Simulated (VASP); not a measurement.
Input of a VASP 6.6.1 run:

File INCAR:

```
PREC = Accurate
ENCUT = 520
EDIFF = 1E-6
ISMEAR = 0
SIGMA = 0.1
LREAL = Auto
LASPH = T
NELM = 60
ALGO = Normal
ISIF = 2
LWAVE = F
LCHARG = T
GGA = PE
LELF = T
LVHAR = T
ISYM = 0
NBANDS = 49
```

File KPOINTS:

```
Automatic mesh
0
Gamma
  2 2 2
  0.5 0.5 0.5
```

Contents of POSCAR:

```
Si5P3
1.0
    7.9940196746      0.3619397069      0.0645132922
    0.3664514834      6.4552613781      0.0078770577
    0.0615948548      0.0073503999      6.3314158680
Si P
10 6
Direct
    0.7040897394      1.0240674668      0.1871751124
    0.9560235441      0.7136097689      0.5489571050
    0.1992279207      0.8324382926      0.7143239995
   -0.1008237827      0.2480608412      0.7908833354
    0.6681124079      0.7335028847      0.6917394612
    0.3406472729      0.0295043271      0.4658822901
    0.9432800697      0.3694856694      0.4489033298
    0.6789072069      0.3772291529      0.2995800732
    0.1125834154      0.1204376536      0.2511808044
    0.4873353456      0.3068709838      0.6072607999
    0.9649863343      0.8467779744      0.2155431323
    0.6634315780      0.0689693626      0.8207066996
    0.7828598524      0.5207887939      0.9808632680
    0.5462073481      0.7966188911      0.3428248160
    0.4220731746      0.6000340357      0.8209897168
    0.1626199744      0.1507587131      0.9001719787
```

Potentials or basis: VASP PAW PBE potentials, release 64 (Si, P).

Command:

```bash
$ cat potpaw_PBE.64/Si/POTCAR potpaw_PBE.64/P/POTCAR > POTCAR
$ mpirun -np 1 vasp_std > vasp.out
```

**Question.** Predict the largest force.

**Answer.** 0.037 eV/Å.

**Question.** What does it give for the band gap on the k mesh?

**Answer.** 0.71 eV (least direct gap 0.75 eV).

**Question.** Predict the pressure.

**Answer.** -0.1 GPa.

Stress tensor (GPa, compression positive):
```
 0.06  0.01  0.07
 0.01 -0.07  0.01
 0.07  0.01 -0.15
```

Caveat: semilocal functionals underestimate gaps, and a narrow one can read as zero.
